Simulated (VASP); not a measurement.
TlBr:

```xyz
2
Lattice="3.9462 0.0000 0.0000 0.0000 3.9462 0.0000 0.0000 0.0000 3.9462" Properties=species:S:1:pos:R:3 pbc="T T T"
Tl    0.0000    0.0000    0.0000
Br    1.9731    1.9731    1.9731
```

Base run:

```yaml
Program: VASP 6.6.1
Functional: PBE
Potentials_or_basis: VASP PAW PBE potentials, release 64 (Tl_d, Br)
Cutoff: 500 eV
k_mesh: 6 × 6 × 6
Occupations: gaussian, width 0.01 eV
Spin: no spin polarisation
```

Its results: band gap on the k mesh 1.79 eV; pressure 1.9 GPa.

Problem. The run is repeated on the same cell with these changes: functional from PBE to HSE06; cutoff from 500 eV to 400 eV; k mesh from 6 × 6 × 6 to 4 × 4 × 4. What comes out?

Solution. Band gap on the k mesh 2.47 eV; pressure 1.6 GPa.

Several settings changed at once.

Caveats: spin-orbit coupling is left out, which moves the levels of the heavy elements; the PAW data sets were made with another functional, which shifts forces and pressure a little (at least some runs).

A k mesh can miss the band edges.
